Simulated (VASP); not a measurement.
Write the native input for VASP 6.6.1 that does the following.

* Task: single point
* Functional: PBE
* Potentials or basis: VASP PAW PBE potentials, release 64 (Te)
* Cutoff: 520 eV
* k mesh: 9 × 9 × 6
* Occupations: fermi-dirac, width 0.1 eV
* Spin: no spin polarisation
* Dipole correction: no
* Further INCAR settings: ALGO = Normal; EDIFF = 1e-06; NBANDS = 16

The structure of Te lies in POSCAR:

```
Te
1.0
    3.5618406670      0.0000000023      0.0000000000
   -1.7809203355      3.0846445007      0.0000000000
    0.0000000000      0.0000000000      6.5385234452
Te
3
Direct
    0.6666760300      0.0000000000      0.3333333333
    0.0000000000      0.6666760300      0.6666666667
    0.3333239700      0.3333239700      1.0000000000
```

The input as run:

INCAR

```
SYSTEM = Te
PREC = Accurate
ENCUT = 520
EDIFF = 1E-6
ISMEAR = -1
SIGMA = 0.1
LREAL = .FALSE.
LASPH = .TRUE.
NELM = 100
ALGO = Normal
ISIF = 2
LWAVE = .FALSE.
LCHARG = .FALSE.
GGA = PE
NBANDS = 16
```

KPOINTS

```
regular mesh
0
G
  9 9 6
  0 0 0
```

Potentials or basis: VASP PAW PBE potentials, release 64 (Te).

Launch:

```bash
$ cat potpaw_PBE.64/Te/POTCAR > POTCAR
$ mpirun -np 1 vasp_std > vasp.out
```

Results of the run:

```yaml
Pressure: 20.0 GPa
Band_gap_on_the_k_mesh: zero (band 9 reaches 11.98 eV, above the bottom of band 10 at 8.70 eV)
```

Caveat: spin-orbit coupling is left out, which moves the levels of the heavy elements.

Run time: 2.4 min on 1 thread of AMD EPYC 7R13 (shared host), peak memory 0.19 GiB.
